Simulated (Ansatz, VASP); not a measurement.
**Two plane-wave programs on SiC**

```
Si C
1.0
     3.09201    0.00000    0.00000
    -1.54601    2.67776    0.00000
     0.00000    0.00000    5.07382
Si C
2 2
Direct
  0.33333 0.66667 0.00456
  0.66667 0.33333 0.50456
  0.33333 0.66667 0.38044
  0.66667 0.33333 0.88044
```

Alike in both runs: functional PBE; k mesh 12 × 12 × 6; occupations gaussian, width 0.02 eV; no spin polarisation.

Ansatz relaxed the structure, and its values are those at the end. VASP's run is a single point on that final structure, the one shown.

|  | VASP | Ansatz |
| --- | --- | --- |
| version | VASP 6.6.1 | Ansatz 0.2.0 |
| potentials or method | VASP PAW PBE potentials, release 64 (Si, C), cutoff 520 eV | scalar-relativistic, plane waves, PAW |
| valence electrons in the cell | 16 | 16 |

VASP gave:

```
gap on the k mesh at the Fermi level (eV) : 2.30
least direct gap on the mesh (eV)         : 3.94
pressure (GPa)                            : 0.0
```

**Question.** Which values does Ansatz return?

**Answer.** gap on the k mesh at the Fermi level (eV): 2.31; least direct gap on the mesh (eV): 3.95; pressure (GPa): 0.0.

The functional is the same, so the differences come from potentials, cutoffs and numerics.
